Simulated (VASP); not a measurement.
# MoS2 (P-3m1) in VASP: a series of runs

Runs on MoS2. Level: r2SCAN. Tasks: single point.

Program: VASP 6.6.1. These are calculated values, not measurements. Logs are shortened: lines on timing, memory, paths and dates and some standing lists are left out, and cuts for length are marked.

**1. The cell of the first run**

It takes space group P-3m1 (No. 164, trigonal). The conventional cell has a = 3.227 Å, b = 3.227 Å, c = 6.312 Å, α = 90.00°, β = 90.00°, γ = 120.00°. Mo (site symmetry -3m) has 6 S at 2.42 Å and 6 Mo at 3.23 Å within 3.3 Å. S (site symmetry 3m) has 3 Mo at 2.42 Å and 6 S at 3.23 Å within 3.3 Å.

**2. Single point, r2SCAN**

POSCAR reads:

```
MoS2
1.0
    3.2274600000      0.0000000000      0.0000000000
   -1.6137300000      2.7950623497      0.0000000000
    0.0000000000      0.0000000000      6.3124700000
Mo S
1 2
Direct
    0.0000000000      0.0000000000      0.5000000000
    0.3333333333      0.6666666667      0.2553200000
    0.6666666667      0.3333333333      0.7446800000
```

INCAR.step1 reads:

```
  PREC = Accurate
  ENCUT = 550
  ISMEAR = 1
  SIGMA = 0.1
  LREAL = False
  LASPH = True
  NELM = 120
  ISYM = 0
  NBANDS = 20
  GGA = PE
  ALGO = Normal
  EDIFF = 1E-5
  LWAVE = True
  LCHARG = False
  GGA_COMPAT = False
```

INCAR.step2 reads:

```
  PREC = Accurate
  ENCUT = 550
  EDIFF = 1E-6
  ISMEAR = 1
  SIGMA = 0.1
  LREAL = False
  LASPH = True
  NELM = 120
  ALGO = Normal
  ISIF = 2
  LWAVE = False
  LCHARG = True
  METAGGA = R2SCAN
  LMIXTAU = True
  LELF = True
  LVHAR = True
  ISYM = 0
  NBANDS = 20
  ISTART = 1
  GGA_COMPAT = False
```

KPOINTS reads:

```
Automatic mesh
0
Gamma
  6 6 3
  0.5 0.5 0.5
```

Potentials or basis: VASP PAW PBE potentials, release 64 (Mo_sv, S).

Started as:

```console
cat potpaw_PBE.64/Mo_sv/POTCAR potpaw_PBE.64/S/POTCAR > POTCAR
cp INCAR.step1 INCAR
mpirun -np 1 vasp_std > vasp.out
cp INCAR.step2 INCAR
mpirun -np 1 vasp_std > vasp.out
```

OUTCAR:

```text
PREC = Accurate
   ENCUT = 550
   EDIFF = 1E-6
   ISMEAR = 1
   LREAL = False
   LASPH = True
   NELM = 120
   ISIF = 2
   METAGGA = R2SCAN
   ISYM = 0
   ISTART = 1

 ion  position               nearest neighbor table
   1  0.000  0.000  0.500-   2 2.42   3 2.42   3 2.42   2 2.42   3 2.42   2 2.42
   2  0.333  0.667  0.255-   1 2.42   1 2.42   1 2.42
   3  0.667  0.333  0.745-   1 2.42   1 2.42   1 2.42

IMPORTANT INFORMATION: All symmetrisations will be switched off!
NOSYMM: (Re-)initialisation of all symmetry stuff for point group C_1.

----------------------------------------------------------------------------------------

                                     Primitive cell

  volume of cell :      56.9445

  direct lattice vectors                    reciprocal lattice vectors
     3.227460000  0.000000000  0.000000000     0.309841175  0.178886886  0.000000000
    -1.613730000  2.795062350  0.000000000     0.000000000  0.357773772  0.000000000
     0.000000000  0.000000000  6.312470000     0.000000000  0.000000000  0.158416594

  length of vectors
     3.227460000  3.227460000  6.312470000     0.357773772  0.357773772  0.158416594

  position of ions in fractional coordinates (direct lattice)
     0.000000000  0.000000000  0.500000000
     0.333333333  0.666666667  0.255320000
     0.666666667  0.333333333  0.744680000

  ion indices of the primitive-cell ions
   primitive index   ion index
                 1           1
                 2           2
                 3           3

----------------------------------------------------------------------------------------

 KPOINTS: Automatic mesh

Automatic generation of k-mesh.
 Grid dimensions read from file:
 generate k-points for:    6    6    3

 Generating k-lattice:

  Cartesian coordinates                     Fractional coordinates (reciprocal lattice)
     0.051640196  0.029814481  0.000000000     0.166666667  0.000000000  0.000000000
     0.000000000  0.059628962  0.000000000     0.000000000  0.166666667  0.000000000
     0.000000000  0.000000000  0.052805531     0.000000000  0.000000000  0.333333333

  Length of vectors
     0.059628962  0.059628962  0.052805531

  Shift w.r.t. Gamma in fractional coordinates (k-lattice)
     0.500000000  0.500000000  0.500000000

 Subroutine IBZKPT returns following result:
 ===========================================

 Found    162 irreducible k-points:

 Following reciprocal coordinates:
            Coordinates               Weight
  0.083333  0.083333  0.166667      2.000000
 -0.083333  0.166667  0.166667      2.000000
 -0.166667  0.083333  0.166667      2.000000
 -0.083333 -0.083333  0.166667      2.000000
  0.083333 -0.166667  0.166667      2.000000
  0.166667 -0.083333  0.166667      2.000000
[... 16 lines left out ...]
  0.083333  0.500000  0.166667      2.000000
  0.500000 -0.416667  0.166667      2.000000
 [... further k-points ...]
   k-points           NKPTS =    162   k-points in BZ     NKDIM =    162   number of bands    NBANDS=     20
   number of dos      NEDOS =    301   number of ions     NIONS =      3
   total plane-waves  NPLWV =  37632
   dimension x,y,z NGX =    28 NGY =   28 NGZ =   48
   dimension x,y,z NGXF=    56 NGYF=   56 NGZF=   96
   ions per type =               1   2
   NGX,Y,Z   is equivalent  to a cutoff of  14.42, 14.42, 12.64 a.u.
   NGXF,Y,Z  is equivalent  to a cutoff of  28.85, 28.85, 25.28 a.u.
 SYSTEM =  unknown system
   PREC   = accura    normal or accurate (medium, high low for compatibility)
   ISTART =      1    job   : 0-new  1-cont  2-samecut
   ICHARG =      0    charge: 1-file 2-atom 10-const
   ISPIN  =      1    spin polarized calculation?
   LNONCOLLINEAR =      F non collinear calculations
   LSORBIT =      F    spin-orbit coupling
   LASPH  =      T    aspherical Exc in radial PAW
   ENCUT  =  550.0 eV  40.42 Ry    6.36 a.u.   6.17  6.17 12.07*2*pi/ulx,y,z
   NELM   =    120;   NELMIN=  2; NELMDL=  0     # of ELM steps
   EDIFF  = 0.1E-05   stopping-criterion for ELM
   LREAL  =      F    real-space projection
   EDIFFG = 0.1E-04   stopping-criterion for IOM
   NSW    =      0    number of steps for IOM
   IBRION =     -1    ionic relax: 0-MD 1-quasi-New 2-CG
   NFREE  =      0    steps in history (QN), initial steepest desc. (CG)
   ISIF   =      2    stress and relaxation
   ISYM   =      0    0-nonsym 1-usesym 2-fastsym
   POTIM  = 0.5000    time-step for ionic-motion
   TEBEG  =    0.0;   TEEND  =   0.0 temperature during run
   PSTRESS=    0.0 pullay stress
   NELECT =      26.0000    total number of electrons
   NUPDOWN=      -1.0000    fix difference up-down
   EMIN   =  10.00;   EMAX   =-10.00  energy-range for DOS
   EFERMI =   0.00;   METHOD = LEGACY
   ISMEAR =     1;   SIGMA  =   0.10  broadening in eV -4-tet -1-fermi 0-gaus
   EFERMI_NEDOS =   21; number of points for ismear=-14 and -15
   IALGO  =     38    algorithm
   IMIX   =      4    mixing-type and parameters
     AMIX     =   0.40;   BMIX     =  1.00
     AMIX_MAG =   1.60;   BMIX_MAG =  1.00
  volume/ion in A,a.u.               =      18.98       128.09
  Fermi-wavevector in a.u.,A,eV,Ry     =   1.260614  2.382215 21.621659  1.589147
  Thomas-Fermi vector in A             =   2.394115
   LORBIT       =      0    0 simple, 1 ext, 2 COOP (PROOUT), +10 PAW based schemes
   METAGGA = R2SCAN    functional components
   LHFCALC =     F    Hartree Fock is set to
   AEXX    =    0.0000 exact exchange contribution
   IVDW    =     0    specifies the selected vdW correction
   LEPSILON=     F    determine dielectric tensor
   LRPA    =     F    only Hartree local field effects (RPA)
 non-spin polarized calculation
 Methfessel and Paxton  Order N= 1 SIGMA  =   0.10
  energy-cutoff  :      550.00
  volume of cell :       56.94
 maximum number of plane-waves:      1692
 NGX is ok and might be reduce to    28
   NGX = 13   NGY = 13   NGZ = 25

 number of electron      25.9999998 magnetization

 Free energy of the ion-electron system (eV)
  ---------------------------------------------------
  ext. energy  EPLUGINS =         0.00000000
  ---------------------------------------------------
  free energy    TOTEN  =       -44.13578142 eV

  energy without entropy =      -44.13389786  energy(sigma->0) =      -44.13515357

 E-fermi :   6.8570     XC(G=0): -11.0992

 val. band max:        6.8370489623   @ k =   0.0833  -0.0833   0.1667
 cond. band min:       6.8679544827   @ k =   0.0000  -0.0833   0.1667
 fundamental gap:      0.0309055204
 Fermi energy:         6.8569838482

 k-point     1 :       0.0833    0.0833    0.1667
  band No.  band energies     occupation
      1     -56.9532      2.00000
      2     -30.2976      2.00000
      3     -30.2495      2.00000
      4     -30.2461      2.00000
      5      -8.3709      2.00000
      6      -7.2207      2.00000
[... 12 lines left out ...]
     19      15.1141      0.00000
     20      16.3639      0.00000

 k-point     2 :      -0.0833    0.1667    0.1667
  band No.  band energies     occupation
      1     -56.9532      2.00000
      2     -30.2976      2.00000
      3     -30.2495      2.00000
      4     -30.2461      2.00000
      5      -8.3709      2.00000
      6      -7.2207      2.00000
[... 12 lines left out ...]
     19      15.1141      0.00000
     20      16.3639      0.00000

 k-point     3 :      -0.1667    0.0833    0.1667
  band No.  band energies     occupation
      1     -56.9532      2.00000
      2     -30.2976      2.00000
      3     -30.2495      2.00000
      4     -30.2461      2.00000
      5      -8.3709      2.00000
      6      -7.2207      2.00000
[... 12 lines left out ...]
     19      15.1141      0.00000
     20      16.3639      0.00000

 k-point     4 :      -0.0833   -0.0833    0.1667
  band No.  band energies     occupation
      1     -56.9532      2.00000
      2     -30.2976      2.00000
      3     -30.2495      2.00000
      4     -30.2461      2.00000
      5      -8.3709      2.00000
      6      -7.2207      2.00000
[... 12 lines left out ...]
     19      15.1141      0.00000
     20      16.3639      0.00000

 k-point     5 :       0.0833   -0.1667    0.1667
  band No.  band energies     occupation
      1     -56.9532      2.00000
      2     -30.2976      2.00000
      3     -30.2495      2.00000
      4     -30.2461      2.00000
      5      -8.3709      2.00000
      6      -7.2207      2.00000
[... 12 lines left out ...]
     19      15.1141      0.00000
     20      16.3639      0.00000

 k-point     6 :       0.1667   -0.0833    0.1667
  band No.  band energies     occupation
      1     -56.9532      2.00000
      2     -30.2976      2.00000
      3     -30.2495      2.00000
      4     -30.2461      2.00000
      5      -8.3709      2.00000
      6      -7.2207      2.00000
[... 12 lines left out ...]
     19      15.1141      0.00000
     20      16.3639      0.00000

 k-point     7 :       0.2500    0.0833    0.1667
  band No.  band energies     occupation
      1     -56.9372      2.00000
      2     -30.4522      2.00000
      3     -30.2925      2.00000
      4     -30.2138      2.00000
      5      -7.5442      2.00000
      6      -6.9647      2.00000
[... 12 lines left out ...]
     19      14.7542      0.00000
     20      16.0636      0.00000
[... 277 lines left out ...]
 k-point    20 :      -0.0833    0.5000    0.1667
  band No.  band energies     occupation
      1     -56.9254      2.00000
      2     -30.5629      2.00000
      3     -30.3248      2.00000
      4     -30.1891      2.00000
      5      -7.0637      2.00000
      6      -6.4589      2.00000
[... 12 lines left out ...]
     19      14.1191      0.00000
     20      15.4585      0.00000

 k-point    21 :       0.5000    0.4167    0.1667
  band No.  band energies     occupation
      1     -56.9254      2.00000
      2     -30.5629      2.00000
      3     -30.3248      2.00000
      4     -30.1891      2.00000
      5      -7.0951      2.00000
      6      -6.4152      2.00000
[... 12 lines left out ...]
     19      14.0732      0.00000
     20      15.6002      0.00000

 k-point    22 :      -0.4167   -0.0833    0.1667
  band No.  band energies     occupation
      1     -56.9254      2.00000
      2     -30.5629      2.00000
      3     -30.3248      2.00000
      4     -30.1891      2.00000
      5      -7.0637      2.00000
      6      -6.4589      2.00000
[... 12 lines left out ...]
     19      14.1191      0.00000
     20      15.4585      0.00000

 k-point    23 :       0.0833    0.5000    0.1667
  band No.  band energies     occupation
      1     -56.9254      2.00000
      2     -30.5629      2.00000
      3     -30.3248      2.00000
      4     -30.1891      2.00000
      5      -7.0951      2.00000
      6      -6.4152      2.00000
[... 12 lines left out ...]
     19      14.0732      0.00000
     20      15.6002      0.00000

 k-point    24 :       0.5000   -0.4167    0.1667
  band No.  band energies     occupation
      1     -56.9254      2.00000
      2     -30.5629      2.00000
      3     -30.3248      2.00000
      4     -30.1891      2.00000
      5      -7.0637      2.00000
      6      -6.4589      2.00000
[... 12 lines left out ...]
     19      14.1191      0.00000
     20      15.4585      0.00000

 [... further k-points ...]

------------------------ aborting loop because EDIFF is reached ----------------------------------------

  FORCE on cell =-STRESS in cart. coord.  units (eV):
  Direction    XX          YY          ZZ          XY          YZ          ZX
  --------------------------------------------------------------------------------------
  -------------------------------------------------------------------------------------
  Total        0.0852595      0.0852514     -0.0119217     -0.0000072      0.0000006     -0.0000009
  in kB        2.3988410      2.3986131     -0.3354263     -0.0002015      0.0000181     -0.0000244
  external PRESSURE =       1.4873426 kB  Pullay stress =       0.0000000 kB

 VOLUME and BASIS-vectors are now :
 -----------------------------------------------------------------------------
  energy-cutoff  :      550.00
  volume of cell :       56.94
      direct lattice vectors                 reciprocal lattice vectors
     3.227460000  0.000000000  0.000000000     0.309841175  0.178886886  0.000000000
    -1.613730000  2.795062350  0.000000000     0.000000000  0.357773772  0.000000000
     0.000000000  0.000000000  6.312470000     0.000000000  0.000000000  0.158416594

 POSITION                                       TOTAL-FORCE (eV/Angst)
 -----------------------------------------------------------------------------------
      0.00000      0.00000      3.15624        -0.000000     -0.000000     -0.000000
     -0.00000      1.86337      1.61170         0.000000      0.000000     -0.048326
      1.61373      0.93169      4.70077        -0.000000      0.000000      0.048326
 -----------------------------------------------------------------------------------
    total drift:                                0.000000      0.000000      0.000000

  FREE ENERGIE OF THE ION-ELECTRON SYSTEM (eV)
  ---------------------------------------------------
  free  energy   TOTEN  =       -44.1357814164 eV

  energy  without entropy=      -44.1338978635  energy(sigma->0) =      -44.13515357
```

Run time: 9.3 min. Hardware: 1 thread of Intel Xeon Platinum 8259CL at 2.50GHz (Skylake/Cascade Lake), shared host; peak memory 0.33 GiB.

What came out:

```
Free energy            : -44.1358 eV
Pressure               : 0.1 GPa
Largest force          : 0.048 eV/Å
Band gap on the k mesh : zero (bands 13 and 14 overlap by 0.19 eV)
```

Forces in eV/Å, atoms in the order of the input:
```
Mo   0.000  0.000  0.000
S    0.000  0.000 -0.048
S    0.000  0.000  0.048
```

Stress tensor (GPa, compression positive):
```
 0.24  0.00  0.00
 0.00  0.24  0.00
 0.00  0.00 -0.03
```

Levels at points of the mesh, in eV from the Fermi level:
| k point | band 11 | band 12 | band 13 | band 14 | band 15 | band 16 |
| --- | --- | --- | --- | --- | --- | --- |
| (0.08, 0.08, 0.17) | -2.39 | -1.89 | -0.82 | 0.22 | 0.34 | 2.89 |

Caveat: the k points lie up to 0.37 Å⁻¹ apart; the PAW data sets were made with another functional, which shifts forces and pressure a little.

**3. Single point, r2SCAN**

POSCAR is that of step 2.

INCAR.step1 reads:

```
SYSTEM = MoS2
ALGO = Normal
EDIFF = 1E-5
ENCUT = 550
GGA = PE
GGA_COMPAT = .False.
ISMEAR = 1
ISYM = 0
LASPH = .True.
LCHARG = .False.
LREAL = .False.
LWAVE = .True.
NBANDS = 20
NELM = 120
PREC = Accurate
SIGMA = 0.05
```

INCAR.step2 reads:

```
SYSTEM = MoS2
ALGO = Normal
EDIFF = 1E-6
ENCUT = 550
GGA_COMPAT = .False.
ISIF = 2
ISMEAR = 1
ISTART = 1
ISYM = 0
LASPH = .True.
LCHARG = .False.
LMIXTAU = .True.
LREAL = .False.
LWAVE = .False.
METAGGA = R2SCAN
NBANDS = 20
NELM = 120
PREC = Accurate
SIGMA = 0.05
```

KPOINTS is that of step 2.

Potentials or basis: VASP PAW PBE potentials, release 64 (Mo_sv, S).

Started as:

```console
cat potpaw_PBE.64/Mo_sv/POTCAR potpaw_PBE.64/S/POTCAR > POTCAR
cp INCAR.step1 INCAR
mpirun -np 1 vasp_std > vasp.out
cp INCAR.step2 INCAR
mpirun -np 1 vasp_std > vasp.out
```

It took 9.3 min on 1 thread of Intel Xeon Platinum 8259CL at 2.50GHz (Skylake/Cascade Lake), shared host; peak memory 0.32 GiB.

It converged, with:

- Free energy: -44.1349 eV
- Pressure: 0.2 GPa
- Largest force: 0.038 eV/Å
- Band gap on the k mesh: zero (bands 13 and 14 overlap by 0.19 eV)

Forces in eV/Å, atoms in the order of the input:
```
Mo   0.000  0.000  0.000
S    0.000  0.000 -0.038
S    0.000  0.000  0.038
```

Stress tensor (GPa, compression positive):
```
 0.32  0.00  0.00
 0.00  0.32  0.00
 0.00  0.00 -0.10
```

Levels at points of the mesh, in eV from the Fermi level:
| k point | band 11 | band 12 | band 13 | band 14 | band 15 | band 16 |
| --- | --- | --- | --- | --- | --- | --- |
| (0.08, 0.08, 0.17) | -2.39 | -1.89 | -0.82 | 0.23 | 0.34 | 2.90 |

Caveat: the k points lie up to 0.37 Å⁻¹ apart; the PAW data sets were made with another functional, which shifts forces and pressure a little.

**4. Single point, r2SCAN**

POSCAR is that of step 3.

INCAR.step1 reads:

```
PREC = Accurate
ENCUT = 550
ISMEAR = 1
SIGMA = 0.025
LREAL = F
LASPH = T
NELM = 120
ISYM = 0
NBANDS = 20
GGA = PE
ALGO = Normal
EDIFF = 1E-5
LWAVE = T
LCHARG = F
GGA_COMPAT = F
```

INCAR.step2 reads:

```
PREC = Accurate
ENCUT = 550
EDIFF = 1E-6
ISMEAR = 1
SIGMA = 0.025
LREAL = F
LASPH = T
NELM = 120
ALGO = Normal
ISIF = 2
LWAVE = F
LCHARG = F
METAGGA = R2SCAN
LMIXTAU = T
ISYM = 0
NBANDS = 20
ISTART = 1
GGA_COMPAT = F
```

KPOINTS is that of step 3.

Started as:

```console
cat potpaw_PBE.64/Mo_sv/POTCAR potpaw_PBE.64/S/POTCAR > POTCAR
cp INCAR.step1 INCAR
mpirun -np 1 vasp_std > vasp.out
cp INCAR.step2 INCAR
mpirun -np 1 vasp_std > vasp.out
```

Wall time 12 min (1 thread of Intel Xeon Platinum 8259CL at 2.50GHz (Skylake/Cascade Lake), shared host); peak memory 0.32 GiB.

It converged, with:

- Free energy: -44.1348 eV
- Pressure: 0.2 GPa
- Largest force: 0.027 eV/Å
- Band gap on the k mesh: zero (bands 13 and 14 overlap by 0.19 eV)

Forces on the atoms (eV/Å):
```
Mo   0.000  0.000  0.000
S    0.000  0.000 -0.027
S    0.000  0.000  0.027
```

Stress tensor (GPa, compression positive):
```
 0.40  0.00  0.00
 0.00  0.40  0.00
 0.00  0.00 -0.16
```

Levels at points of the mesh, in eV from the Fermi level:
```tsv
k point	band 11	band 12	band 13	band 14	band 15	band 16
(0.08, 0.08, 0.17)	-2.39	-1.89	-0.82	0.23	0.34	2.90
```

Caveat: the k points lie up to 0.37 Å⁻¹ apart; the PAW data sets were made with another functional, which shifts forces and pressure a little.

**5. The runs side by side**

| smearing | gap on the mesh (eV) | pressure (GPa) | largest force (eV/Å) |
| --- | --- | --- | --- |
| methfessel-paxton 0.1 eV | none | 0.1 | 0.05 |
| methfessel-paxton 0.05 eV | none | 0.2 | 0.04 |
| methfessel-paxton 0.025 eV | none | 0.2 | 0.03 |

Alike in all rows: task single point; level r2SCAN; potentials or basis VASP PAW PBE potentials, release 64 (Mo_sv, S); no spin polarisation; cell as given; k mesh 6 × 6 × 3, shifted; cutoff (eV) 550.

Caveats: all runs use coarse meshes; the PAW data sets were made with another functional, which shifts forces and pressure a little.

Total energies depend on the potentials used, so only differences within one code and one set of settings carry meaning.

The gap in the log of VASP goes by the Fermi energy; the results here count the filled bands.